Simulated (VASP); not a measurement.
# Si (a cell with a defect) in VASP: notebook

Si (a cell with a defect) is run at these levels: PBEsol; tasks: relaxation of the atoms.

Program: VASP 6.6.1. These are calculated values, not measurements. Logs are shortened: lines on timing, memory, paths and dates and some standing lists are left out, and cuts for length are marked.

### Step 1. The cell of the first run

The cell holds a defect, 17 atoms: a = 7.679 Å, b = 7.679 Å, c = 7.679 Å, α = 60.00°, β = 60.00°, γ = 60.00°.

### Step 2. Relaxation of the atoms, PBEsol

File INCAR:

```
ALGO     = Normal         # electronic algorithm
EDIFF    = 1E-6           # SCF threshold, eV
EDIFFG   = -0.03          # ionic threshold
ENCUT    = 520            # plane-wave cutoff, eV
GGA      = PS             # functional
IBRION   = 2              # ionic algorithm
ISIF     = 2              # what is computed and relaxed
ISMEAR   = 0              # smearing method
LASPH    = True           # aspherical terms in the spheres
LCHARG   = False          # write CHGCAR
LREAL    = Auto         
LWAVE    = False          # write WAVECAR
NELM     = 100            # most SCF steps
NSW      = 80             # ionic steps
PREC     = Accurate       # precision mode
SIGMA    = 0.05           # smearing width, eV
```

File KPOINTS:

```
k-points
0
Gamma
  2 2 2
```

File POSCAR:

```
Si
1.0
    0.0000000000      5.4300000000      5.4300000000
    5.4300000000      0.0000000000      5.4300000000
    5.4300000000      5.4300000000      0.0000000000
Si
17
Direct
    0.0000000000      0.0000000000      0.0000000000
    0.1250000000      0.1250000000      0.1250000000
    0.0000000000      0.0000000000      0.5000000000
    0.1250000000      0.1250000000      0.6250000000
    0.0000000000      0.5000000000      0.0000000000
    0.1250000000      0.6250000000      0.1250000000
    0.0000000000      0.5000000000      0.5000000000
    0.1250000000      0.6250000000      0.6250000000
    0.5000000000      0.0000000000      0.0000000000
    0.6250000000      0.1250000000      0.1250000000
    0.5000000000      0.0000000000      0.5000000000
    0.6250000000      0.1250000000      0.6250000000
    0.5000000000      0.5000000000      0.0000000000
    0.6250000000      0.6250000000      0.1250000000
    0.5000000000      0.5000000000      0.5000000000
    0.6250000000      0.6250000000      0.6250000000
    0.3861035200      0.3721535500      0.3637511300
```

Potentials or basis: VASP PAW PBE potentials, release 64 (Si).

Command:

```sh
$ cat potpaw_PBE.64/Si/POTCAR > POTCAR
$ mpirun -np 1 vasp_std > vasp.out
```

OUTCAR:

```text
EDIFF = 1E-6
   EDIFFG = -0.03
   ENCUT = 520
   GGA = PS
   IBRION = 2
   ISIF = 2
   ISMEAR = 0
   LASPH = True
   LREAL = Auto
   NELM = 100
   NSW = 80
   PREC = Accurate

 ion  position               nearest neighbor table
   1  0.000  0.000  0.000-   2 2.35   4 2.35   6 2.35  10 2.35
   2  0.125  0.125  0.125-   1 2.35   3 2.35   5 2.35   9 2.35
   3  0.000  0.000  0.500-   2 2.35   4 2.35   8 2.35  12 2.35
   4  0.125  0.125  0.625-   1 2.35   3 2.35   7 2.35  11 2.35  17 2.76
   5  0.000  0.500  0.000-   2 2.35   6 2.35   8 2.35  14 2.35
   6  0.125  0.625  0.125-   1 2.35   5 2.35   7 2.35  13 2.35  17 2.72
   7  0.000  0.500  0.500-   4 2.35   6 2.35   8 2.35  16 2.35  17 2.42
   8  0.125  0.625  0.625-   3 2.35   5 2.35   7 2.35  15 2.35  17 2.79
   9  0.500  0.000  0.000-   2 2.35  10 2.35  12 2.35  14 2.35
  10  0.625  0.125  0.125-   1 2.35   9 2.35  11 2.35  13 2.35  17 2.64
  11  0.500  0.000  0.500-  17 2.34  10 2.35  12 2.35  16 2.35   4 2.35
  12  0.625  0.125  0.625-   3 2.35   9 2.35  11 2.35  15 2.35  17 2.72
  13  0.500  0.500  0.000-  17 2.28  10 2.35  14 2.35  16 2.35   6 2.35
  14  0.625  0.625  0.125-   5 2.35   9 2.35  13 2.35  15 2.35  17 2.67
  15  0.500  0.500  0.500-   8 2.35  12 2.35  14 2.35  16 2.35  17 2.37
  16  0.625  0.625  0.625-   7 2.35  11 2.35  13 2.35  15 2.35
  17  0.386  0.372  0.364-  13 2.28  11 2.34  15 2.37   7 2.42  10 2.64  14 2.67   6 2.72  12 2.72
                             4 2.76   8 2.79

  LATTYP: Found a face centered cubic cell.
 ALAT       =    10.8600000000

  Lattice vectors:

 A1 = (   0.0000000000,   5.4300000000,   5.4300000000)
 A2 = (   5.4300000000,   0.0000000000,   5.4300000000)
 A3 = (   5.4300000000,   5.4300000000,   0.0000000000)

Analysis of symmetry for initial positions (statically):
=====================================================================
 Subroutine PRICEL returns:
 Original cell was already a primitive cell.

 Routine SETGRP: Setting up the symmetry group for a
 face centered cubic supercell.

 Subroutine GETGRP returns: Found  1 space group operations
 (whereof  1 operations were pure point group operations)
 out of a pool of 48 trial point group operations.

The static configuration has the point symmetry C_1 .

Analysis of symmetry for dynamics (positions and initial velocities):
=====================================================================
 Subroutine PRICEL returns:
 Original cell was already a primitive cell.

 Routine SETGRP: Setting up the symmetry group for a
 face centered cubic supercell.

 Subroutine GETGRP returns: Found  1 space group operations
 (whereof  1 operations were pure point group operations)
 out of a pool of 48 trial point group operations.

The dynamic configuration has the point symmetry C_1 .

 Subroutine INISYM returns: Found  1 space group operations
 (whereof  1 operations are pure point group operations),
 and found     1 'primitive' translations

----------------------------------------------------------------------------------------

                                     Primitive cell

  volume of cell :     320.2060

  direct lattice vectors                    reciprocal lattice vectors
     0.000000000  5.430000000  5.430000000    -0.092081031  0.092081031  0.092081031
     5.430000000  0.000000000  5.430000000     0.092081031 -0.092081031  0.092081031
     5.430000000  5.430000000  0.000000000     0.092081031  0.092081031 -0.092081031

  length of vectors
     7.679179644  7.679179644  7.679179644     0.159489025  0.159489025  0.159489025

  position of ions in fractional coordinates (direct lattice)
     0.000000000  0.000000000  0.000000000
     0.125000000  0.125000000  0.125000000
     0.000000000  0.000000000  0.500000000
     0.125000000  0.125000000  0.625000000
     0.000000000  0.500000000  0.000000000
     0.125000000  0.625000000  0.125000000
[... 9 lines left out ...]
     0.625000000  0.625000000  0.625000000
     0.386103520  0.372153550  0.363751130

  ion indices of the primitive-cell ions
   primitive index   ion index
                 1           1
                 2           2
                 3           3
                 4           4
                 5           5
                 6           6
[... 9 lines left out ...]
                16          16
                17          17

----------------------------------------------------------------------------------------

 KPOINTS: k-points

Automatic generation of k-mesh.
 Grid dimensions read from file:
 generate k-points for:    2    2    2

 Generating k-lattice:

  Cartesian coordinates                     Fractional coordinates (reciprocal lattice)
    -0.046040516  0.046040516  0.046040516     0.500000000  0.000000000  0.000000000
     0.046040516 -0.046040516  0.046040516     0.000000000  0.500000000  0.000000000
     0.046040516  0.046040516 -0.046040516     0.000000000  0.000000000  0.500000000

  Length of vectors
     0.079744512  0.079744512  0.079744512

  Shift w.r.t. Gamma in fractional coordinates (k-lattice)
     0.000000000  0.000000000  0.000000000

 Subroutine IBZKPT returns following result:
 ===========================================

 Found      8 irreducible k-points:

 Following reciprocal coordinates:
            Coordinates               Weight
  0.000000  0.000000  0.000000      1.000000
  0.500000  0.000000  0.000000      1.000000
  0.000000  0.500000  0.000000      1.000000
  0.000000  0.000000  0.500000      1.000000
  0.500000  0.500000  0.500000      1.000000
  0.500000  0.500000  0.000000      1.000000
  0.000000  0.500000  0.500000      1.000000
  0.500000  0.000000  0.500000      1.000000
   k-points           NKPTS =      8   k-points in BZ     NKDIM =      8   number of bands    NBANDS=     43
   number of dos      NEDOS =    301   number of ions     NIONS =     17
   total plane-waves  NPLWV = 216000
   dimension x,y,z NGX =    60 NGY =   60 NGZ =   60
   dimension x,y,z NGXF=   120 NGYF=  120 NGZF=  120
   ions per type =              17
   NGX,Y,Z   is equivalent  to a cutoff of  12.99, 12.99, 12.99 a.u.
   NGXF,Y,Z  is equivalent  to a cutoff of  25.98, 25.98, 25.98 a.u.
 SYSTEM =  unknown system
   PREC   = accura    normal or accurate (medium, high low for compatibility)
   ISTART =      0    job   : 0-new  1-cont  2-samecut
   ICHARG =      2    charge: 1-file 2-atom 10-const
   ISPIN  =      1    spin polarized calculation?
   LNONCOLLINEAR =      F non collinear calculations
   LSORBIT =      F    spin-orbit coupling
   LASPH  =      T    aspherical Exc in radial PAW
   ENCUT  =  520.0 eV  38.22 Ry    6.18 a.u.  14.28 14.28 14.28*2*pi/ulx,y,z
   NELM   =    100;   NELMIN=  2; NELMDL= -5     # of ELM steps
   EDIFF  = 0.1E-05   stopping-criterion for ELM
   LREAL  =      T    real-space projection
   EDIFFG = -.3E-01   stopping-criterion for IOM
   NSW    =     80    number of steps for IOM
   IBRION =      2    ionic relax: 0-MD 1-quasi-New 2-CG
   NFREE  =      1    steps in history (QN), initial steepest desc. (CG)
   ISIF   =      2    stress and relaxation
   ISYM   =      2    0-nonsym 1-usesym 2-fastsym
   POTIM  = 0.5000    time-step for ionic-motion
   TEBEG  =    0.0;   TEEND  =   0.0 temperature during run
   PSTRESS=    0.0 pullay stress
   NELECT =      68.0000    total number of electrons
   NUPDOWN=      -1.0000    fix difference up-down
   EMIN   =  10.00;   EMAX   =-10.00  energy-range for DOS
   EFERMI =   0.00;   METHOD = LEGACY
   ISMEAR =     0;   SIGMA  =   0.05  broadening in eV -4-tet -1-fermi 0-gaus
   EFERMI_NEDOS =   21; number of points for ismear=-14 and -15
   IALGO  =     38    algorithm
   IMIX   =      4    mixing-type and parameters
     AMIX     =   0.40;   BMIX     =  1.00
     AMIX_MAG =   1.60;   BMIX_MAG =  1.00
  volume/ion in A,a.u.               =      18.84       127.11
  Fermi-wavevector in a.u.,A,eV,Ry     =   0.976715  1.845724 12.979587  0.953973
  Thomas-Fermi vector in A             =   2.107356
   LORBIT       =      0    0 simple, 1 ext, 2 COOP (PROOUT), +10 PAW based schemes
   GGA     = PS    functional components
   LHFCALC =     F    Hartree Fock is set to
   AEXX    =    0.0000 exact exchange contribution
   IVDW    =     0    specifies the selected vdW correction
   LEPSILON=     F    determine dielectric tensor
   LRPA    =     F    only Hartree local field effects (RPA)
 conjugate gradient relaxation of ions
 non-spin polarized calculation
 Gauss-broadening in eV      SIGMA  =   0.05
  energy-cutoff  :      520.00
  volume of cell :      320.21
 maximum number of plane-waves:      8646
 NGX is ok and might be reduce to    60
   NGX = 29   NGY = 29   NGZ = 29

--------------------------------------- Ionic step        1  -------------------------------------------

 number of electron      68.0000003 magnetization

 Free energy of the ion-electron system (eV)
  ---------------------------------------------------
  ext. energy  EPLUGINS =         0.00000000
  ---------------------------------------------------
  free energy    TOTEN  =       -93.77495943 eV

  energy without entropy =      -93.76533254  energy(sigma->0) =      -93.77014599

------------------------ aborting loop because EDIFF is reached ----------------------------------------

  FORCE on cell =-STRESS in cart. coord.  units (eV):
  Direction    XX          YY          ZZ          XY          YZ          ZX
  --------------------------------------------------------------------------------------
  -------------------------------------------------------------------------------------
  Total        8.0620258      8.0039572      8.0229721      0.5733617     -0.9709171     -0.0647732
  in kB       40.3390143     40.0484631     40.1436060      2.8688630     -4.8580642     -0.3240980
  external PRESSURE =      40.1770278 kB  Pullay stress =       0.0000000 kB

 VOLUME and BASIS-vectors are now :
 -----------------------------------------------------------------------------
  energy-cutoff  :      520.00
  volume of cell :      320.21
      direct lattice vectors                 reciprocal lattice vectors
     0.000000000  5.430000000  5.430000000    -0.092081031  0.092081031  0.092081031
     5.430000000  0.000000000  5.430000000     0.092081031 -0.092081031  0.092081031
     5.430000000  5.430000000  0.000000000     0.092081031  0.092081031 -0.092081031
[... 273 lines left out ...]
      6.76849      6.78698      6.79866         0.022361      0.007046     -0.012908
      4.04416      4.07349      4.08909         0.056763     -0.002601     -0.033340
 -----------------------------------------------------------------------------------
    total drift:                                0.002585      0.001579     -0.000191

  FREE ENERGIE OF THE ION-ELECTRON SYSTEM (eV)
  ---------------------------------------------------
  free  energy   TOTEN  =       -93.9270899034 eV

  energy  without entropy=      -93.9153692316  energy(sigma->0) =      -93.92122957

--------------------------------------- Ionic step        7  -------------------------------------------

 number of electron      68.0000000 magnetization

 Free energy of the ion-electron system (eV)
  ---------------------------------------------------
  ext. energy  EPLUGINS =         0.00000000
  ---------------------------------------------------
  free energy    TOTEN  =       -93.92740355 eV

  energy without entropy =      -93.91573929  energy(sigma->0) =      -93.92157142

 E-fermi :   6.7914     XC(G=0):  -9.8063

 val. band max:        6.5726893858   @ k =   0.0000   0.0000   0.0000
 cond. band min:       6.8122836083   @ k =   0.5000   0.0000   0.5000
 fundamental gap:      0.2395942225
 Fermi energy:         6.7913967591

 k-point     1 :       0.0000    0.0000    0.0000
  band No.  band energies     occupation
      1      -6.3870      2.00000
      2      -3.8331      2.00000
      3      -3.6827      2.00000
      4      -3.6807      2.00000
      5      -3.6789      2.00000
      6      -2.8724      2.00000
[... 383 lines left out ...]
      2.70896      2.71072      0.00543         0.003794     -0.006700     -0.001476
      4.07095      4.07320      1.32488        -0.005176      0.014897      0.012035
      2.70781      0.00584      2.71038         0.011660     -0.007600     -0.002346
      4.07036      1.32406      4.07433        -0.015784      0.011385      0.018875
[... 9 lines left out ...]
      6.76807      6.78803      6.79880         0.019165     -0.013307     -0.007939
      4.04857      4.07331      4.08642         0.022499     -0.006336     -0.010899
 -----------------------------------------------------------------------------------
    total drift:                               -0.000562      0.001713      0.000914

  FREE ENERGIE OF THE ION-ELECTRON SYSTEM (eV)
  ---------------------------------------------------
  free  energy   TOTEN  =       -93.9274035465 eV

  energy  without entropy=      -93.9157392937  energy(sigma->0) =      -93.92157142

 reached required accuracy - stopping structural energy minimisation
```

It took 13 min on 1 thread of Intel Xeon Platinum 8259CL at 2.50GHz (Skylake/Cascade Lake), shared host; peak memory 0.53 GiB.

Results:

* Free energy: -93.9274 eV
* Energy gained by relaxing: 9.0 meV/atom
* Ionic steps: 7
* Pressure after relaxing: 3.5 GPa
* Largest force after relaxing: 0.028 eV/Å
* Band gap on the k mesh: zero (bands 34 and 35 overlap by 0.25 eV)

Forces in eV/Å, atoms in the order of the input:
```
Si   0.002 -0.014 -0.016
Si   0.003  0.002 -0.002
Si   0.004 -0.007 -0.001
Si  -0.005  0.015  0.012
Si   0.012 -0.008 -0.002
Si  -0.016  0.011  0.019
Si   0.004 -0.014 -0.008
Si  -0.012  0.009  0.003
Si  -0.009  0.018  0.014
Si   0.011 -0.008  0.005
Si  -0.025  0.011 -0.002
Si   0.003 -0.012 -0.011
Si  -0.004  0.014 -0.003
Si  -0.008 -0.014 -0.012
Si   0.000  0.015  0.022
Si   0.019 -0.013 -0.008
Si   0.022 -0.006 -0.011
```

The path:
```tsv
step	energy change (eV)	largest force (eV/Å)	pressure (GPa)
1	0.0000	1.3748	4.02
2	-0.1439	0.2551	3.51
3	-0.1441	0.2744	3.49
4	-0.1507	0.1161	3.47
5	-0.1507	0.1193	3.47
6	-0.1521	0.0659	3.48
7	-0.1524	0.0278	3.49
```

Final structure:
```
Si
1.0
     0.00000    5.43000    5.43000
     5.43000    0.00000    5.43000
     5.43000    5.43000    0.00000
Si
17
Cartesian
  0.0047 0.0068 0.0076
  1.3584 1.3573 1.3570
  2.7090 2.7107 0.0054
  4.0709 4.0732 1.3249
  2.7078 0.0058 2.7104
  4.0704 1.3241 4.0743
  5.4437 8.1312 8.1313
  6.8194 4.0729 4.0734
  0.0063 2.7070 2.7079
  1.3226 4.0718 4.0736
  8.1203 5.4555 8.1188
  4.0713 6.8211 4.0726
  8.1127 8.1111 5.4629
  4.0707 4.0714 6.8218
  5.4510 5.4505 5.4503
  6.7681 6.7880 6.7988
  4.0486 4.0733 4.0864
```

Levels at points of the mesh, in eV from the Fermi level:
| k point | band 31 | band 32 | band 33 | band 34 | band 35 | band 36 | band 37 | band 38 |
| --- | --- | --- | --- | --- | --- | --- | --- | --- |
| (0.00, 0.00, 0.00) | -0.76 | -0.76 | -0.76 | -0.24 | -0.23 | -0.22 | 0.05 | 0.05 |
| (0.50, 0.00, 0.00) | -1.50 | -1.36 | -1.35 | -0.32 | 0.51 | 0.53 | 0.88 | 0.88 |
| (0.00, 0.50, 0.00) | -1.50 | -1.36 | -1.35 | -0.32 | 0.51 | 0.54 | 0.88 | 0.88 |
| (0.00, 0.00, 0.50) | -1.51 | -1.36 | -1.35 | -0.32 | 0.52 | 0.54 | 0.87 | 0.88 |
| (0.50, 0.50, 0.50) | -1.50 | -1.36 | -1.35 | -0.32 | 0.51 | 0.54 | 0.88 | 0.88 |
| (0.50, 0.50, 0.00) | -1.95 | -1.81 | -0.96 | 0.02 | 0.72 | 1.05 | 1.05 | 1.15 |
| (0.00, 0.50, 0.50) | -1.95 | -1.81 | -0.96 | 0.02 | 0.72 | 1.04 | 1.06 | 1.15 |
| (0.50, 0.00, 0.50) | -1.95 | -1.81 | -0.96 | 0.02 | 0.72 | 1.05 | 1.05 | 1.15 |

Caveat: the k points lie up to 0.50 Å⁻¹ apart; the PAW data sets were made with another functional, which shifts forces and pressure a little.

### Step 3. Relaxation of the atoms, PBEsol

File INCAR:

```
  PREC = Accurate
  ENCUT = 520
  EDIFF = 1E-6
  ISMEAR = 0
  SIGMA = 0.05
  LREAL = Auto
  LASPH = T
  NELM = 80
  ALGO = Normal
  ISIF = 2
  LWAVE = F
  LCHARG = F
  GGA = PS
  IBRION = 2
  NSW = 80
  EDIFFG = -0.03
```

File KPOINTS:

```
regular mesh
0
Gamma
  2 2 2
```

POSCAR: that of step 2 with these lines changed.

```diff
@@ -24,2 +24,2 @@
     0.6250000000      0.6250000000      0.6250000000
-    0.3861035200      0.3721535500      0.3637511300
+    0.7420102000      0.2547497000      0.2532842000
```

Potentials or basis: VASP PAW PBE potentials, release 64 (Si).

Command:

```sh
$ cat potpaw_PBE.64/Si/POTCAR > POTCAR
$ mpirun -np 1 vasp_std > vasp.out
```

Run time: 13 min. Hardware: 1 thread of Oxide Virtual Turin-like, shared host; peak memory 0.49 GiB.

The run converged. Its results:

```
Free energy                  : -93.9279 eV
Energy gained by relaxing    : 7.6 meV/atom
Ionic steps                  : 7
Pressure after relaxing      : 3.5 GPa
Largest force after relaxing : 0.021 eV/Å
Band gap on the k mesh       : zero (bands 34 and 35 overlap by 0.25 eV)
```

Forces on the atoms (eV/Å):
```
Si   0.005 -0.006 -0.008
Si  -0.008  0.011  0.012
Si   0.008 -0.005 -0.012
Si  -0.003  0.002  0.003
Si   0.011 -0.012 -0.005
Si  -0.005  0.002  0.003
Si  -0.003  0.002  0.001
Si  -0.001  0.007  0.006
Si  -0.004  0.004  0.004
Si   0.002 -0.011 -0.010
Si  -0.001  0.007  0.007
Si   0.008 -0.006 -0.003
Si   0.002  0.008  0.008
Si   0.005 -0.002 -0.008
Si  -0.007  0.001  0.004
Si   0.007 -0.009 -0.010
Si  -0.016  0.010  0.008
```

The path:
```csv
step,energy change (eV),largest force (eV/Å),pressure (GPa)
1,0.0000,1.0462,3.99
2,-0.1238,0.1401,3.51
3,-0.1247,0.1478,3.47
4,-0.1277,0.0780,3.47
5,-0.1278,0.0880,3.47
6,-0.1285,0.0373,3.48
7,-0.1286,0.0209,3.48
```

Final structure:
```
Si
1.0
     0.00000    5.43000    5.43000
     5.43000    0.00000    5.43000
     5.43000    5.43000    0.00000
Si
17
Direct
  0.00284 0.99707 0.99706
  0.12954 0.12348 0.12349
  0.00282 0.99706 0.50312
  0.12437 0.12648 0.62461
  0.00280 0.50317 0.99703
  0.12435 0.62461 0.12652
  0.00010 0.49995 0.49996
  0.12429 0.62457 0.62455
  0.49803 0.00116 0.00080
  0.62294 0.12280 0.12281
  0.49687 0.99698 0.50312
  0.62268 0.12250 0.63226
  0.49686 0.50316 0.99696
  0.62255 0.63263 0.12240
  0.49684 0.50314 0.50311
  0.62679 0.62445 0.62442
  0.74736 0.25153 0.25107
```

Levels at points of the mesh, in eV from the Fermi level:
| k point | band 30 | band 31 | band 32 | band 33 | band 34 | band 35 | band 36 | band 37 | band 38 | band 39 |
| --- | --- | --- | --- | --- | --- | --- | --- | --- | --- | --- |
| (0.00, 0.00, 0.00) | -1.67 | -0.76 | -0.76 | -0.76 | -0.24 | -0.23 | -0.22 | 0.05 | 0.05 | 0.43 |
| (0.50, 0.00, 0.00) | -1.51 | -1.50 | -1.35 | -1.35 | -0.32 | 0.52 | 0.53 | 0.88 | 0.88 | 1.29 |
| (0.00, 0.50, 0.00) | -1.51 | -1.50 | -1.35 | -1.35 | -0.32 | 0.52 | 0.53 | 0.88 | 0.88 | 1.30 |
| (0.00, 0.00, 0.50) | -1.51 | -1.50 | -1.35 | -1.35 | -0.32 | 0.52 | 0.53 | 0.88 | 0.88 | 1.30 |
| (0.50, 0.50, 0.50) | -1.51 | -1.50 | -1.35 | -1.35 | -0.32 | 0.51 | 0.53 | 0.88 | 0.88 | 1.30 |
| (0.50, 0.50, 0.00) | -1.95 | -1.95 | -1.81 | -0.96 | 0.02 | 0.72 | 1.05 | 1.05 | 1.15 | 1.91 |
| (0.00, 0.50, 0.50) | -1.95 | -1.95 | -1.81 | -0.96 | 0.02 | 0.72 | 1.05 | 1.05 | 1.15 | 1.91 |
| (0.50, 0.00, 0.50) | -1.95 | -1.95 | -1.81 | -0.96 | 0.02 | 0.72 | 1.05 | 1.05 | 1.15 | 1.91 |

Caveat: the k points lie up to 0.50 Å⁻¹ apart; the PAW data sets were made with another functional, which shifts forces and pressure a little.
